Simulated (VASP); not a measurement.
# TePtSe3 (P4mm) in VASP: a series of runs

TePtSe3 is run at these levels: PBE; tasks: single point.

All numbers are computed with VASP 6.6.1; they aren't measurements. Logs are shortened: lines on timing, memory, paths and dates and some standing lists are left out, and cuts for length are marked.

### 1 The cell of the first run

It takes space group P4mm (No. 99, tetragonal). The conventional cell has a = 5.517 Å, b = 5.517 Å, c = 4.489 Å, α = 90.00°, β = 90.00°, γ = 90.00°. Within 2.5 Å of Te (site symmetry 4mm) lie 1 Se at 1.88 Å. Within 3.7 Å of Pt (site symmetry 4mm) lie 4 Se at 2.83 Å. Se (site symmetry 4mm) has 1 Te at 1.88 Å within 2.5 Å. Within 3.7 Å of Se (site symmetry 2mm) lie 2 Pt at 2.83 Å and 2 Te at 2.97 Å and 2 Se at 3.15 Å.

The cell was built from a structure type or drawn by symmetry, and may not be a known phase.

### 2 Single point, PBE

Input file INCAR:

```
SYSTEM = TePtSe3
ALGO = Normal
EDIFF = 1E-7
ENCUT = 520
GGA = PE
ISIF = 2
ISMEAR = 0
LASPH = .TRUE.
LCHARG = .FALSE.
LREAL = .FALSE.
LWAVE = .FALSE.
NBANDS = 25
NELM = 60
PREC = Accurate
SIGMA = 0.1
```

Input file KPOINTS:

```
k-points
0
G
  4 4 4
  0 0 0
```

Input file POSCAR:

```
TePtSe3
1.0
    5.5166350900      0.0000000000      0.0000000000
    0.0000000000      5.5166350900      0.0000000000
    0.0000000000      0.0000000000      4.4887457500
Te Pt Se
1 1 3
Direct
    0.0000000000      0.0000000000      0.8620782500
    0.5000000000      0.5000000000      0.2429787100
    0.0000000000      0.0000000000      0.4437938400
    0.0000000000      0.5000000000      0.1044977700
    0.5000000000      0.0000000000      0.1044977700
```

Potentials or basis: VASP PAW PBE potentials, release 64 (Te, Pt, Se).

On the command line:

```bash
$ cat potpaw_PBE.64/Te/POTCAR potpaw_PBE.64/Pt/POTCAR potpaw_PBE.64/Se/POTCAR > POTCAR
$ mpirun -np 1 vasp_std > vasp.out
```

OUTCAR:

```text
SYSTEM = TePtSe3
   EDIFF = 1E-7
   ENCUT = 520
   GGA = PE
   ISIF = 2
   ISMEAR = 0
   LASPH = .TRUE.
   LREAL = .FALSE.
   NELM = 60
   PREC = Accurate

 ion  position               nearest neighbor table
   1  0.000  0.000  0.862-   3 1.88   3 2.61   4 2.97   5 2.97   4 2.97   5 2.97
   2  0.500  0.500  0.243-   4 2.83   5 2.83   5 2.83   4 2.83
   3  0.000  0.000  0.444-   1 1.88   1 2.61
   4  0.000  0.500  0.104-   2 2.83   2 2.83   1 2.97   1 2.97
   5  0.500  0.000  0.104-   2 2.83   2 2.83   1 2.97   1 2.97

  LATTYP: Found a simple tetragonal cell.
 ALAT       =     5.5166350900
 C/A-ratio  =     0.8136745818

  Lattice vectors:

 A1 = (   5.5166350900,   0.0000000000,   0.0000000000)
 A2 = (   0.0000000000,   5.5166350900,   0.0000000000)
 A3 = (   0.0000000000,   0.0000000000,   4.4887457500)

Analysis of symmetry for initial positions (statically):
=====================================================================
 Subroutine PRICEL returns:
 Original cell was already a primitive cell.

 Routine SETGRP: Setting up the symmetry group for a
 simple tetragonal supercell.

 Subroutine GETGRP returns: Found  8 space group operations
 (whereof  8 operations were pure point group operations)
 out of a pool of 16 trial point group operations.

The static configuration has the point symmetry C_4v.

Analysis of symmetry for dynamics (positions and initial velocities):
=====================================================================
 Subroutine PRICEL returns:
 Original cell was already a primitive cell.

 Routine SETGRP: Setting up the symmetry group for a
 simple tetragonal supercell.

 Subroutine GETGRP returns: Found  8 space group operations
 (whereof  8 operations were pure point group operations)
 out of a pool of 16 trial point group operations.

The dynamic configuration has the point symmetry C_4v.

 Subroutine INISYM returns: Found  8 space group operations
 (whereof  8 operations are pure point group operations),
 and found     1 'primitive' translations

----------------------------------------------------------------------------------------

                                     Primitive cell

  volume of cell :     136.6072

  direct lattice vectors                    reciprocal lattice vectors
     5.516635090  0.000000000  0.000000000     0.181269920  0.000000000  0.000000000
     0.000000000  5.516635090  0.000000000     0.000000000  0.181269920  0.000000000
     0.000000000  0.000000000  4.488745750     0.000000000  0.000000000  0.222779381

  length of vectors
     5.516635090  5.516635090  4.488745750     0.181269920  0.181269920  0.222779381

  position of ions in fractional coordinates (direct lattice)
     0.000000000  0.000000000  0.862078250
     0.500000000  0.500000000  0.242978710
     0.000000000  0.000000000  0.443793840
     0.000000000  0.500000000  0.104497770
     0.500000000  0.000000000  0.104497770

  ion indices of the primitive-cell ions
   primitive index   ion index
                 1           1
                 2           2
                 3           3
                 4           4
                 5           5

----------------------------------------------------------------------------------------

 KPOINTS: k-points

Automatic generation of k-mesh.
 Grid dimensions read from file:
 generate k-points for:    4    4    4

 Generating k-lattice:

  Cartesian coordinates                     Fractional coordinates (reciprocal lattice)
     0.045317480  0.000000000  0.000000000     0.250000000  0.000000000  0.000000000
     0.000000000  0.045317480  0.000000000     0.000000000  0.250000000  0.000000000
     0.000000000  0.000000000  0.055694845     0.000000000  0.000000000  0.250000000

  Length of vectors
     0.045317480  0.045317480  0.055694845

  Shift w.r.t. Gamma in fractional coordinates (k-lattice)
     0.000000000  0.000000000  0.000000000

 Subroutine IBZKPT returns following result:
 ===========================================

 Found     18 irreducible k-points:

 Following reciprocal coordinates:
            Coordinates               Weight
  0.000000  0.000000  0.000000      1.000000
  0.250000  0.000000  0.000000      4.000000
  0.500000  0.000000  0.000000      2.000000
  0.250000  0.250000  0.000000      4.000000
  0.500000  0.250000  0.000000      4.000000
  0.500000  0.500000  0.000000      1.000000
[... 10 lines left out ...]
  0.500000  0.250000  0.500000      4.000000
  0.500000  0.500000  0.500000      1.000000
   k-points           NKPTS =     18   k-points in BZ     NKDIM =     18   number of bands    NBANDS=     25
   number of dos      NEDOS =    301   number of ions     NIONS =      5
   total plane-waves  NPLWV =  63504
   dimension x,y,z NGX =    42 NGY =   42 NGZ =   36
   dimension x,y,z NGXF=    84 NGYF=   84 NGZF=   72
   ions per type =               1   1   3
   NGX,Y,Z   is equivalent  to a cutoff of  12.66, 12.66, 13.33 a.u.
   NGXF,Y,Z  is equivalent  to a cutoff of  25.31, 25.31, 26.67 a.u.
 SYSTEM =  TePtSe3
   PREC   = accura    normal or accurate (medium, high low for compatibility)
   ISTART =      0    job   : 0-new  1-cont  2-samecut
   ICHARG =      2    charge: 1-file 2-atom 10-const
   ISPIN  =      1    spin polarized calculation?
   LNONCOLLINEAR =      F non collinear calculations
   LSORBIT =      F    spin-orbit coupling
   LASPH  =      T    aspherical Exc in radial PAW
   ENCUT  =  520.0 eV  38.22 Ry    6.18 a.u.  10.26 10.26  8.35*2*pi/ulx,y,z
   NELM   =     60;   NELMIN=  2; NELMDL= -5     # of ELM steps
   EDIFF  = 0.1E-06   stopping-criterion for ELM
   LREAL  =      F    real-space projection
   EDIFFG = 0.1E-05   stopping-criterion for IOM
   NSW    =      0    number of steps for IOM
   IBRION =     -1    ionic relax: 0-MD 1-quasi-New 2-CG
   NFREE  =      0    steps in history (QN), initial steepest desc. (CG)
   ISIF   =      2    stress and relaxation
   ISYM   =      2    0-nonsym 1-usesym 2-fastsym
   POTIM  = 0.5000    time-step for ionic-motion
   TEBEG  =    0.0;   TEEND  =   0.0 temperature during run
   PSTRESS=    0.0 pullay stress
   NELECT =      34.0000    total number of electrons
   NUPDOWN=      -1.0000    fix difference up-down
   EMIN   =  10.00;   EMAX   =-10.00  energy-range for DOS
   EFERMI =   0.00;   METHOD = LEGACY
   ISMEAR =     0;   SIGMA  =   0.10  broadening in eV -4-tet -1-fermi 0-gaus
   EFERMI_NEDOS =   21; number of points for ismear=-14 and -15
   IALGO  =     38    algorithm
   IMIX   =      4    mixing-type and parameters
     AMIX     =   0.40;   BMIX     =  1.00
     AMIX_MAG =   1.60;   BMIX_MAG =  1.00
  volume/ion in A,a.u.               =      27.32       184.37
  Fermi-wavevector in a.u.,A,eV,Ry     =   1.029777  1.945997 14.428178  1.060441
  Thomas-Fermi vector in A             =   2.163842
   LORBIT       =      0    0 simple, 1 ext, 2 COOP (PROOUT), +10 PAW based schemes
   GGA     = PE    functional components
   LHFCALC =     F    Hartree Fock is set to
   AEXX    =    0.0000 exact exchange contribution
   IVDW    =     0    specifies the selected vdW correction
   LEPSILON=     F    determine dielectric tensor
   LRPA    =     F    only Hartree local field effects (RPA)
 non-spin polarized calculation
 Gauss-broadening in eV      SIGMA  =   0.10
  energy-cutoff  :      520.00
  volume of cell :      136.61
 maximum number of plane-waves:      3720
 NGX is ok and might be reduce to    42

 number of electron      33.9999998 magnetization

 Free energy of the ion-electron system (eV)
  ---------------------------------------------------
  ext. energy  EPLUGINS =         0.00000000
  ---------------------------------------------------
  free energy    TOTEN  =       -11.66531264 eV

  energy without entropy =      -11.64194370  energy(sigma->0) =      -11.65362817

 E-fermi :   3.7852     XC(G=0):  -9.1521

 val. band max:        3.7672067348   @ k =   0.5000   0.5000   0.5000
 cond. band min:       3.7989905969   @ k =   0.5000   0.2500   0.2500
 fundamental gap:      0.0317838622
 Fermi energy:         3.7851705136

 k-point     1 :       0.0000    0.0000    0.0000
  band No.  band energies     occupation
      1     -13.6617      2.00000
      2      -8.8468      2.00000
      3      -8.3527      2.00000
      4      -4.4669      2.00000
      5      -3.4693      2.00000
      6      -2.6163      2.00000
[... 17 lines left out ...]
     24       9.6697      0.00000
     25      12.0040      0.00000

 k-point     2 :       0.2500    0.0000    0.0000
  band No.  band energies     occupation
      1     -13.6364      2.00000
      2      -8.8307      2.00000
      3      -8.4554      2.00000
      4      -4.4357      2.00000
      5      -3.8492      2.00000
      6      -2.5847      2.00000
[... 17 lines left out ...]
     24       9.6132      0.00000
     25      10.7378      0.00000

 k-point     3 :       0.5000    0.0000    0.0000
  band No.  band energies     occupation
      1     -13.6105      2.00000
      2      -8.8305      2.00000
      3      -8.5390      2.00000
      4      -4.4027      2.00000
      5      -4.0065      2.00000
      6      -2.5519      2.00000
[... 17 lines left out ...]
     24       9.9272      0.00000
     25      11.5539      0.00000

 k-point     4 :       0.2500    0.2500    0.0000
  band No.  band energies     occupation
      1     -13.6120      2.00000
      2      -8.7984      2.00000
      3      -8.5549      2.00000
      4      -4.4202      2.00000
      5      -4.1886      2.00000
      6      -1.8404      2.00000
[... 17 lines left out ...]
     24       9.7416      0.00000
     25      10.8629      0.00000
[... 309 lines left out ...]
 k-point    16 :       0.2500    0.2500    0.5000
  band No.  band energies     occupation
      1     -13.0951      2.00000
      2      -9.6205      2.00000
      3      -8.4557      2.00000
      4      -7.3283      2.00000
      5      -1.1537      2.00000
      6      -1.1399      2.00000
[... 17 lines left out ...]
     24      10.5824      0.00000
     25      11.2499      0.00000

 k-point    17 :       0.5000    0.2500    0.5000
  band No.  band energies     occupation
      1     -13.0904      2.00000
      2      -9.2842      2.00000
      3      -8.6562      2.00000
      4      -7.6588      2.00000
      5      -1.4089      2.00000
      6      -1.1020      2.00000
[... 17 lines left out ...]
     24      10.4277      0.00000
     25      11.0547      0.00000

 k-point    18 :       0.5000    0.5000    0.5000
  band No.  band energies     occupation
      1     -13.0856      2.00000
      2      -8.6078      2.00000
      3      -8.6078      2.00000
      4      -8.5797      2.00000
      5      -1.3629      2.00000
      6      -1.3629      2.00000
[... 17 lines left out ...]
     24      10.4965      0.00000
     25      10.4965      0.00000

------------------------ aborting loop because EDIFF is reached ----------------------------------------

  FORCE on cell =-STRESS in cart. coord.  units (eV):
  Direction    XX          YY          ZZ          XY          YZ          ZX
  --------------------------------------------------------------------------------------
  -------------------------------------------------------------------------------------
  Total       -6.0248768     -6.0248768     56.9579333      0.0000000     -0.0000000      0.0000000
  in kB      -70.6618868    -70.6618868    668.0227968      0.0000000     -0.0000000      0.0000000
  external PRESSURE =     175.5663410 kB  Pullay stress =       0.0000000 kB

 VOLUME and BASIS-vectors are now :
 -----------------------------------------------------------------------------
  energy-cutoff  :      520.00
  volume of cell :      136.61
      direct lattice vectors                 reciprocal lattice vectors
     5.516635090  0.000000000  0.000000000     0.181269920  0.000000000  0.000000000
     0.000000000  5.516635090  0.000000000     0.000000000  0.181269920  0.000000000
     0.000000000  0.000000000  4.488745750     0.000000000  0.000000000  0.222779381

 POSITION                                       TOTAL-FORCE (eV/Angst)
 -----------------------------------------------------------------------------------
      0.00000      0.00000      3.86965        -0.000000      0.000000     23.778405
      2.75832      2.75832      1.09067        -0.000000      0.000000     -1.408494
      0.00000      0.00000      1.99208        -0.000000     -0.000000    -23.221448
      0.00000      2.75832      0.46906         0.000000      0.000000      0.425768
      2.75832      0.00000      0.46906        -0.000000      0.000000      0.425768
 -----------------------------------------------------------------------------------
    total drift:                                0.000000     -0.000000      0.000985

  FREE ENERGIE OF THE ION-ELECTRON SYSTEM (eV)
  ---------------------------------------------------
  free  energy   TOTEN  =       -11.6653126435 eV

  energy  without entropy=      -11.6419436999  energy(sigma->0) =      -11.65362817
```

It took 59 s on 1 thread of AMD EPYC 7R13 (Zen 3), shared host; peak memory 0.24 GiB.

What came out:

```yaml
Free_energy: -11.6653 eV
Pressure: 17.6 GPa
Largest_force: 23.778 eV/Å
Band_gap_on_the_k_mesh: zero (bands 17 and 18 overlap by 0.90 eV)
```

Forces in eV/Å, atoms in the order of the input:
```
Te    0.000   0.000  23.778
Pt    0.000   0.000  -1.408
Se    0.000   0.000 -23.221
Se    0.000   0.000   0.426
Se    0.000   0.000   0.426
```

Caveat: the cell stands under pressure; spin-orbit coupling is left out, which moves the levels of the heavy elements; forces of over 1 eV/Å act on the atoms, so gaps and moduli don't describe the material at rest.

### 3 Single point, PBE

This run uses another cell than the first one, of 32.08 Å³/atom.

Input file INCAR:

```
ALGO = Normal
EDIFF = 1E-7
ENCUT = 520
GGA = PE
ISIF = 2
ISMEAR = 0
LASPH = T
LCHARG = F
LREAL = F
LWAVE = F
NBANDS = 25
NELM = 60
PREC = Accurate
SIGMA = 0.1
```

Input file KPOINTS:

```
k-points
0
Gamma
  4 4 4
```

Input file POSCAR:

```
TePtSe3
1.0
    5.0228110158      0.0000000000      0.0000000000
    0.0000000000      5.0228110158      0.0000000000
    0.0000000000      0.0000000000      6.3584783058
Te Pt Se
1 1 3
Direct
    0.0000000000      0.0000000000      0.8951123111
    0.5000000000      0.5000000000      0.1377260660
    0.0000000000      0.0000000000      0.5179792735
    0.0000000000      0.5000000000      0.1035143447
    0.5000000000      0.0000000000      0.1035143447
```

Potentials or basis: VASP PAW PBE potentials, release 64 (Te, Pt, Se).

On the command line:

```bash
$ cat potpaw_PBE.64/Te/POTCAR potpaw_PBE.64/Pt/POTCAR potpaw_PBE.64/Se/POTCAR > POTCAR
$ mpirun -np 1 vasp_std > vasp.out
```

Wall time 72 s (1 thread of AMD EPYC 7R13 (Zen 3), shared host); peak memory 0.27 GiB.

The run converged. Its results:

* Free energy: -18.8862 eV
* Pressure: 0.1 GPa
* Largest force: 0.072 eV/Å
* Band gap on the k mesh: zero (bands 17 and 18 overlap by 2.25 eV)

Forces on the atoms (eV/Å):
```
Te   0.000  0.000  0.072
Pt   0.000  0.000  0.012
Se   0.000  0.000 -0.055
Se   0.000  0.000 -0.014
Se   0.000  0.000 -0.014
```

Stress tensor (GPa, compression positive):
```
-0.01  0.00  0.00
 0.00 -0.01  0.00
 0.00  0.00  0.26
```

Levels at points of the mesh, in eV from the Fermi level:
| k point | band 13 | band 14 | band 15 | band 16 | band 17 | band 18 | band 19 | band 20 | band 21 | band 22 |
| --- | --- | --- | --- | --- | --- | --- | --- | --- | --- | --- |
| (0.00, 0.00, 0.00) | -1.69 | -1.69 | -1.25 | -1.01 | -0.85 | -0.85 | 0.99 | 1.16 | 1.16 | 3.17 |
| (0.50, 0.00, 0.00) | -1.70 | -1.20 | -0.71 | -0.69 | -0.64 | 0.24 | 1.44 | 1.77 | 3.39 | 5.24 |
| (0.50, 0.50, 0.00) | -1.36 | -1.03 | -0.82 | -0.82 | 1.21 | 1.92 | 1.92 | 3.44 | 4.08 | 4.11 |
| (0.00, 0.00, 0.50) | -2.03 | -2.03 | -1.28 | -1.10 | -1.10 | -1.04 | 0.89 | 2.17 | 2.17 | 2.19 |
| (0.50, 0.00, 0.50) | -1.58 | -1.45 | -1.06 | -0.74 | -0.38 | 0.26 | 0.76 | 2.42 | 2.47 | 4.68 |
| (0.50, 0.50, 0.50) | -1.31 | -1.02 | -0.44 | -0.44 | -0.39 | 1.05 | 1.05 | 2.76 | 3.88 | 4.11 |

Caveat: spin-orbit coupling is left out, which moves the levels of the heavy elements.

### 4 Single point, PBE

This run uses another cell than the first one: it holds 10 atoms, not 5.

Input file INCAR:

```
SYSTEM = TePtSe3
PREC = Accurate ; ENCUT = 520
EDIFF = 1E-7 ; ISMEAR = 0
SIGMA = 0.2 ; LREAL = .False.
LASPH = .True. ; NELM = 100
ALGO = Normal ; ISIF = 2
LWAVE = .False. ; LCHARG = .False.
GGA = PE ; NBANDS = 45
```

Input file KPOINTS:

```
Automatic mesh
0
Gamma
  4 4 2
  0 0 0
```

Input file POSCAR:

```
TePtSe3
1.0
    4.9516768145      0.0000000000      0.0000000000
    0.0000000000      4.9516768145      0.0000000000
    0.0000000000      0.0000000000     13.1999947812
Te Pt Se
2 2 6
Direct
    1.0000000000      0.0000000000      0.4385700229
    1.0000000000      0.0000000000      0.9385700229
    0.5000000000      0.5000000000      0.0836447684
    0.5000000000      0.5000000000      0.5836447684
    1.0000000000      0.0000000000      0.2557768087
    0.0000000000      0.0000000000      0.7557768087
    0.0000000000      0.5000000000      0.0504657850
    0.0000000000      0.5000000000      0.5504657850
    0.5000000000      0.0000000000      0.0504657850
    0.5000000000      0.0000000000      0.5504657850
```

On the command line:

```bash
$ cat potpaw_PBE.64/Te/POTCAR potpaw_PBE.64/Pt/POTCAR potpaw_PBE.64/Se/POTCAR > POTCAR
$ mpirun -np 1 vasp_std > vasp.out
```

Run time: 4.3 min. Hardware: 1 thread of AMD EPYC 7R13 (Zen 3), shared host; peak memory 0.47 GiB.

It converged, with:

```
Free energy            : -37.5975 eV
Pressure               : -0.1 GPa
Largest force          : 0.550 eV/Å
Band gap on the k mesh : zero (bands 34 and 35 overlap by 1.36 eV)
```

Forces on the atoms (eV/Å):
```
Te   0.000  0.000  0.149
Te   0.000  0.000  0.149
Pt   0.000  0.000 -0.550
Pt   0.000  0.000 -0.550
Se   0.000  0.000  0.074
Se   0.000  0.000  0.074
Se   0.000  0.000  0.164
Se   0.000  0.000  0.164
Se   0.000  0.000  0.164
Se   0.000  0.000  0.164
```

Stress tensor (GPa, compression positive):
```
 0.26  0.00  0.00
 0.00  0.26  0.00
 0.00  0.00 -0.72
```

Levels at points of the mesh, in eV from the Fermi level:
| k point | band 30 | band 31 | band 32 | band 33 | band 34 | band 35 | band 36 | band 37 | band 38 | band 39 |
| --- | --- | --- | --- | --- | --- | --- | --- | --- | --- | --- |
| (0.00, 0.00, 0.00) | -1.04 | -0.93 | -0.93 | -0.76 | -0.76 | -0.52 | -0.49 | 0.86 | 0.86 | 0.86 |
| (0.50, 0.00, 0.00) | -1.04 | -0.93 | -0.83 | -0.56 | -0.23 | 0.06 | 0.19 | 0.71 | 1.25 | 1.79 |
| (0.50, 0.50, 0.00) | -0.75 | -0.73 | -0.72 | -0.48 | 0.85 | 0.99 | 0.99 | 1.85 | 1.85 | 2.48 |
| (0.00, 0.00, 0.50) | -1.08 | -0.80 | -0.80 | -0.80 | -0.80 | -0.50 | -0.50 | 1.08 | 1.08 | 1.29 |
| (0.50, 0.00, 0.50) | -1.14 | -0.96 | -0.96 | -0.49 | -0.49 | 0.12 | 0.12 | 1.34 | 1.34 | 1.65 |
| (0.50, 0.50, 0.50) | -0.93 | -0.73 | -0.73 | 0.10 | 0.10 | 1.45 | 1.45 | 1.45 | 1.45 | 2.73 |

Caveat: spin-orbit coupling is left out, which moves the levels of the heavy elements.

(Part 1 of 2 ends here.)
